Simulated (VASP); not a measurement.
# Sn2Ge16PbC (P1) in VASP: single point with PBE

Aim: the single point of Sn2Ge16PbC with PBE.

All numbers are computed with VASP 6.6.1; they aren't measurements. Logs are shortened: lines on timing, memory, paths and dates and some standing lists are left out, and cuts for length are marked.

### 1 The cell of the first run

The typed cell holds 20 atoms: a = 7.027 Å, b = 7.026 Å, c = 10.912 Å, α = 84.29°, β = 71.05°, γ = 72.70°.

### 2 Single point, PBE

Contents of INCAR:

```
SYSTEM = Sn2Ge16PbC
  PREC = Accurate
  ENCUT = 520
  EDIFF = 1E-6
  ISMEAR = 0
  SIGMA = 0.1
  LREAL = Auto
  LASPH = .TRUE.
  NELM = 60
  ALGO = Normal
  ISIF = 2
  LWAVE = .FALSE.
  LCHARG = .FALSE.
  GGA = PE
  ISYM = 0
  NBANDS = 151
```

Contents of KPOINTS:

```
Automatic mesh
0
Gamma
  2 2 2
  0.5 0.5 0.5
```

Contents of POSCAR:

```
Sn2Ge16PbC
1.0
    2.9528210148      2.9379355572      5.6598196125
   -2.9345081840     -2.9544500905      5.6589204637
    8.7710856730     -5.8320279482      2.8516769089
C Ge Sn Pb
1 16 2 1
Direct
    0.7931327741      0.9945749808      0.4067357514
    0.2126346274      0.9812028647      0.5835288694
    0.1004909948      0.5029829287      0.8187250926
    0.6156640227      1.0021053302      0.7811859742
    0.3952631850      1.0048361372      0.2029344243
    0.6908965268      0.5006489080      0.5885960540
    0.5102955124      0.5057420545      0.9897544838
    0.8970959078      0.4984502657      0.2194123551
    0.6032926417      0.8833903824      0.5679952575
    0.4816057066      0.3809407390      0.7942318825
    0.9878211884      0.8682991247      0.7874443621
    0.4084229956      0.8744844191      0.9916736030
    0.7548731584      0.8805799888      0.2510279812
    0.7020190956      0.3140564719      0.4010280529
    0.1209887653      0.9010413985      0.3920360719
    0.8608920962      0.4082234574      1.0170332850
    0.2821479828      0.3744308052      0.1796105710
    0.3107356036      0.5018128657      0.3880155304
    0.0650701088      0.3677003434      0.6146960227
   -0.0086866393      1.0042053138      0.0149806964
```

Potentials or basis: VASP PAW PBE potentials, release 64 (C, Ge_d, Sn_d, Pb_d).

Command:

```bash
> cat potpaw_PBE.64/C/POTCAR potpaw_PBE.64/Ge_d/POTCAR potpaw_PBE.64/Sn_d/POTCAR potpaw_PBE.64/Pb_d/POTCAR > POTCAR
> mpirun -np 1 vasp_std > vasp.out
```

OUTCAR:

```text
SYSTEM = Sn2Ge16PbC
   PREC = Accurate
   ENCUT = 520
   EDIFF = 1E-6
   ISMEAR = 0
   LREAL = Auto
   LASPH = .TRUE.
   NELM = 60
   ISIF = 2
   GGA = PE
   ISYM = 0

 ion  position               nearest neighbor table
   1  0.793  0.995  0.407-  13 2.07   9 2.08  14 2.14  15 2.16
   2  0.213  0.981  0.584-  11 2.49  15 2.53   9 2.58  19 2.62
   3  0.100  0.503  0.819-  16 2.44  11 2.47  10 2.49  19 2.62
   4  0.616  0.002  0.781-  11 2.52  12 2.53  10 2.55   9 2.58
   5  0.395  0.005  0.203-  17 2.49  12 2.53  15 2.54  13 2.62
   6  0.691  0.501  0.589-  10 2.47  14 2.51   9 2.58  19 2.62
[... 12 lines left out ...]
  19  0.065  0.368  0.615-   6 2.62   3 2.62   2 2.62  18 2.78
  20  0.991  0.004  0.015-  16 2.71  12 2.73  11 2.76  13 2.79

IMPORTANT INFORMATION: All symmetrisations will be switched off!
NOSYMM: (Re-)initialisation of all symmetry stuff for point group C_1.

----------------------------------------------------------------------------------------

                                     Primitive cell

  volume of cell :     486.5135

  direct lattice vectors                    reciprocal lattice vectors
     2.952821015  2.937935557  5.659819612     0.050518326  0.119222079  0.088441271
    -2.934508184 -2.954450090  5.658920464    -0.085067060 -0.084729971  0.088363063
     8.771085673 -5.832027948  2.851676909     0.068543219 -0.068484367 -0.000210819

  length of vectors
     7.027387518  7.025915914 10.912220446     0.156805178  0.149075832  0.096893374

  position of ions in fractional coordinates (direct lattice)
     0.793132774  0.994574981  0.406735751
     0.212634627  0.981202865  0.583528869
     0.100490995  0.502982929  0.818725093
     0.615664023  0.002105330  0.781185974
     0.395263185  0.004836137  0.202934424
     0.690896527  0.500648908  0.588596054
[... 12 lines left out ...]
     0.065070109  0.367700343  0.614696023
     0.991313361  0.004205314  0.014980696

  ion indices of the primitive-cell ions
   primitive index   ion index
                 1           1
                 2           2
                 3           3
                 4           4
                 5           5
                 6           6
[... 12 lines left out ...]
                19          19
                20          20

----------------------------------------------------------------------------------------

 KPOINTS: Automatic mesh

Automatic generation of k-mesh.
 Grid dimensions read from file:
 generate k-points for:    2    2    2

 Generating k-lattice:

  Cartesian coordinates                     Fractional coordinates (reciprocal lattice)
     0.025259163  0.059611039  0.044220636     0.500000000  0.000000000  0.000000000
    -0.042533530 -0.042364986  0.044181532     0.000000000  0.500000000  0.000000000
     0.034271609 -0.034242184 -0.000105410    -0.000000000  0.000000000  0.500000000

  Length of vectors
     0.078402589  0.074537916  0.048446687

  Shift w.r.t. Gamma in fractional coordinates (k-lattice)
     0.500000000  0.500000000  0.500000000

 Subroutine IBZKPT returns following result:
 ===========================================

 Found      4 irreducible k-points:

 Following reciprocal coordinates:
            Coordinates               Weight
  0.250000  0.250000  0.250000      2.000000
 -0.250000  0.250000  0.250000      2.000000
  0.250000 -0.250000  0.250000      2.000000
 -0.250000 -0.250000  0.250000      2.000000
   k-points           NKPTS =      4   k-points in BZ     NKDIM =      4   number of bands    NBANDS=    151
   number of dos      NEDOS =    301   number of ions     NIONS =     20
   total plane-waves  NPLWV = 244944
   dimension x,y,z NGX =    54 NGY =   54 NGZ =   84
   dimension x,y,z NGXF=   108 NGYF=  108 NGZF=  168
   ions per type =               1  16   2   1
   NGX,Y,Z   is equivalent  to a cutoff of  12.77, 12.78, 12.80 a.u.
   NGXF,Y,Z  is equivalent  to a cutoff of  25.55, 25.55, 25.59 a.u.
 SYSTEM =  Sn2Ge16PbC
   PREC   = accura    normal or accurate (medium, high low for compatibility)
   ISTART =      0    job   : 0-new  1-cont  2-samecut
   ICHARG =      2    charge: 1-file 2-atom 10-const
   ISPIN  =      1    spin polarized calculation?
   LNONCOLLINEAR =      F non collinear calculations
   LSORBIT =      F    spin-orbit coupling
   LASPH  =      T    aspherical Exc in radial PAW
   ENCUT  =  520.0 eV  38.22 Ry    6.18 a.u.  13.07 13.06 20.29*2*pi/ulx,y,z
   NELM   =     60;   NELMIN=  2; NELMDL= -5     # of ELM steps
   EDIFF  = 0.1E-05   stopping-criterion for ELM
   LREAL  =      T    real-space projection
   EDIFFG = 0.1E-04   stopping-criterion for IOM
   NSW    =      0    number of steps for IOM
   IBRION =     -1    ionic relax: 0-MD 1-quasi-New 2-CG
   NFREE  =      0    steps in history (QN), initial steepest desc. (CG)
   ISIF   =      2    stress and relaxation
   ISYM   =      0    0-nonsym 1-usesym 2-fastsym
   POTIM  = 0.5000    time-step for ionic-motion
   TEBEG  =    0.0;   TEEND  =   0.0 temperature during run
   PSTRESS=    0.0 pullay stress
   NELECT =     270.0000    total number of electrons
   NUPDOWN=      -1.0000    fix difference up-down
   EMIN   =  10.00;   EMAX   =-10.00  energy-range for DOS
   EFERMI =   0.00;   METHOD = LEGACY
   ISMEAR =     0;   SIGMA  =   0.10  broadening in eV -4-tet -1-fermi 0-gaus
   EFERMI_NEDOS =   21; number of points for ismear=-14 and -15
   IALGO  =     38    algorithm
   IMIX   =      4    mixing-type and parameters
     AMIX     =   0.40;   BMIX     =  1.00
     AMIX_MAG =   1.60;   BMIX_MAG =  1.00
  volume/ion in A,a.u.               =      24.33       164.16
  Fermi-wavevector in a.u.,A,eV,Ry     =   1.345337  2.542319 24.625620  1.809932
  Thomas-Fermi vector in A             =   2.473258
   LORBIT       =      0    0 simple, 1 ext, 2 COOP (PROOUT), +10 PAW based schemes
   GGA     = PE    functional components
   LHFCALC =     F    Hartree Fock is set to
   AEXX    =    0.0000 exact exchange contribution
   IVDW    =     0    specifies the selected vdW correction
   LEPSILON=     F    determine dielectric tensor
   LRPA    =     F    only Hartree local field effects (RPA)
 non-spin polarized calculation
 Gauss-broadening in eV      SIGMA  =   0.10
  energy-cutoff  :      520.00
  volume of cell :      486.51
 maximum number of plane-waves:     13117
 NGX is ok and might be reduce to    54
   NGX = 27   NGY = 27   NGZ = 41

 number of electron     269.9999988 magnetization

 Free energy of the ion-electron system (eV)
  ---------------------------------------------------
  ext. energy  EPLUGINS =         0.00000000
  ---------------------------------------------------
  free energy    TOTEN  =       -88.99696180 eV

  energy without entropy =      -88.99696132  energy(sigma->0) =      -88.99696156

 E-fermi :   4.6793     XC(G=0):  -9.6677

 val. band max:        4.3461871749   @ k =  -0.2500  -0.2500   0.2500
 cond. band min:       5.0107232743   @ k =  -0.2500  -0.2500   0.2500
 fundamental gap:      0.6645360994
 Fermi energy:         4.6792778327

 k-point     1 :       0.2500    0.2500    0.2500
  band No.  band energies     occupation
      1     -20.1266      2.00000
      2     -20.1130      2.00000
      3     -20.0930      2.00000
      4     -20.0762      2.00000
      5     -20.0721      2.00000
      6     -20.0585      2.00000
[... 139 lines left out ...]
    146       6.9870      0.00000
    147       7.1887      0.00000

 k-point     2 :      -0.2500    0.2500    0.2500
  band No.  band energies     occupation
      1     -20.1266      2.00000
      2     -20.1131      2.00000
      3     -20.0930      2.00000
      4     -20.0762      2.00000
      5     -20.0722      2.00000
      6     -20.0585      2.00000
[... 139 lines left out ...]
    146       7.4450      0.00000
    147       7.5771      0.00000

 k-point     3 :       0.2500   -0.2500    0.2500
  band No.  band energies     occupation
      1     -20.1266      2.00000
      2     -20.1131      2.00000
      3     -20.0930      2.00000
      4     -20.0762      2.00000
      5     -20.0722      2.00000
      6     -20.0585      2.00000
[... 139 lines left out ...]
    146       7.4056      0.00000
    147       7.6182      0.00000

 k-point     4 :      -0.2500   -0.2500    0.2500
  band No.  band energies     occupation
      1     -20.1266      2.00000
      2     -20.1130      2.00000
      3     -20.0930      2.00000
      4     -20.0762      2.00000
      5     -20.0722      2.00000
      6     -20.0585      2.00000
[... 139 lines left out ...]
    146       6.8200      0.00000
    147       7.2432      0.00000
 [bands above 147 left out]

------------------------ aborting loop because EDIFF is reached ----------------------------------------

  FORCE on cell =-STRESS in cart. coord.  units (eV):
  Direction    XX          YY          ZZ          XY          YZ          ZX
  --------------------------------------------------------------------------------------
  -------------------------------------------------------------------------------------
  Total       -0.2312285     -0.1855941     -0.1871215      0.0334886     -0.0112040      0.0136039
  in kB       -0.7614775     -0.6111952     -0.6162252      0.1102841     -0.0368970      0.0448001
  external PRESSURE =      -0.6629660 kB  Pullay stress =       0.0000000 kB

 VOLUME and BASIS-vectors are now :
 -----------------------------------------------------------------------------
  energy-cutoff  :      520.00
  volume of cell :      486.51
      direct lattice vectors                 reciprocal lattice vectors
     2.952821015  2.937935557  5.659819612     0.050518326  0.119222079  0.088441271
    -2.934508184 -2.954450090  5.658920464    -0.085067060 -0.084729971  0.088363063
     8.771085673 -5.832027948  2.851676909     0.068543219 -0.068484367 -0.000210819

 POSITION                                       TOTAL-FORCE (eV/Angst)
 -----------------------------------------------------------------------------------
      2.99090     -2.98034     11.27709        -0.006106     -0.000354     -0.011925
      2.86671     -5.67736      8.42006        -0.011452      0.002566      0.012436
      6.00183     -5.96563      5.74984        -0.003374      0.005079     -0.001820
      8.66362     -2.75334      5.72415        -0.005615      0.008330      0.009768
      2.93290     -0.03655      2.84319        -0.004319      0.006386      0.003235
      5.73356     -2.88204      8.42197        -0.002911      0.011447      0.002543
[... 12 lines left out ...]
      4.50467     -4.48010      4.20199        -0.007043     -0.011917      0.006393
      3.04623      2.81262      5.67717        -0.001773      0.003397      0.011830
 -----------------------------------------------------------------------------------
    total drift:                               -0.000607     -0.009756      0.007577

  FREE ENERGIE OF THE ION-ELECTRON SYSTEM (eV)
  ---------------------------------------------------
  free  energy   TOTEN  =       -88.9969618022 eV

  energy  without entropy=      -88.9969613203  energy(sigma->0) =      -88.99696156
```

It took 16 min on 1 thread of Intel Xeon Platinum 8259CL at 2.50GHz (Skylake/Cascade Lake), shared host; peak memory 0.66 GiB.

Results:

| Quantity | Value |
| --- | --- |
| Free energy | -88.9970 eV |
| Pressure | -0.1 GPa |
| Largest force | 0.018 eV/Å |
| Band gap on the k mesh | 0.66 eV |

Forces on the atoms (eV/Å):
```
C   -0.006  0.000 -0.012
Ge  -0.011  0.003  0.012
Ge  -0.003  0.005 -0.002
Ge  -0.006  0.008  0.010
Ge  -0.004  0.006  0.003
Ge  -0.003  0.011  0.003
Ge   0.002  0.006  0.007
Ge  -0.002  0.006 -0.003
Ge  -0.005 -0.003 -0.004
Ge   0.008 -0.003 -0.002
Ge   0.005 -0.003 -0.006
Ge   0.004 -0.003 -0.010
Ge   0.014 -0.010 -0.004
Ge   0.002 -0.014  0.002
Ge   0.013 -0.004  0.000
Ge  -0.001 -0.001 -0.004
Ge   0.001 -0.003  0.001
Sn   0.000  0.007 -0.010
Sn  -0.007 -0.012  0.006
Pb  -0.002  0.003  0.012
```

Caveat: spin-orbit coupling is left out, which moves the levels of the heavy elements; a shifted mesh leaves out Γ, where band edges can lie. A k mesh can miss the band edges.
